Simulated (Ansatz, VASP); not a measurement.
HfO2 in VASP and in Ansatz

```
CELL_PARAMETERS angstrom
0.00000 -2.54892 -2.54892
0.00000 2.54892 -2.54892
5.09784 0.00000 0.00000
ATOMIC_POSITIONS crystal
Hf 0.51542 0.48458 0.50000
Hf 0.98458 0.01542 0.00000
O 0.00011 0.50011 0.73270
O 0.49989 0.99989 0.26730
O 0.00011 0.50011 0.23270
O 0.49989 0.99989 0.76730
```

Change from the starting cell: mode 1 frozen in at -0.088 Å and mode 5 at -0.079 Å (largest displacements).

Alike in both runs: task single point; functional PBE; k mesh 6 × 6 × 6; occupations gaussian, width 0.05 eV; no spin polarisation.

|  | VASP | Ansatz |
| --- | --- | --- |
| version | VASP 6.6.1 | Ansatz 0.2.0 |
| potentials or method | VASP PAW PBE potentials, release 64 (Hf_pv, O), cutoff 520 eV | scalar-relativistic, plane waves, PAW |
| valence electrons in the cell | 44 | 76 |

```csv
,VASP,Ansatz,Ansatz less VASP
gap on the k mesh at the Fermi level (eV),3.97,3.97,-0.005
least direct gap on the mesh (eV),4.01,4.00,-0.008
pressure (GPa),-2.3,1.3,+3.62
"traceless stress, the component that is largest in VASP (GPa)",-1.59,-1.62,-0.025
rms of the force components (eV/Å),0.199,0.204,+0.0047
```

Atom by atom the forces differ by 0.020 eV/Å (rms over components). VASP's potentials hold 44 valence electrons a cell and Ansatz's 76, so a difference there can come from the potentials and not from the codes.

Neither program's run includes spin-orbit coupling.
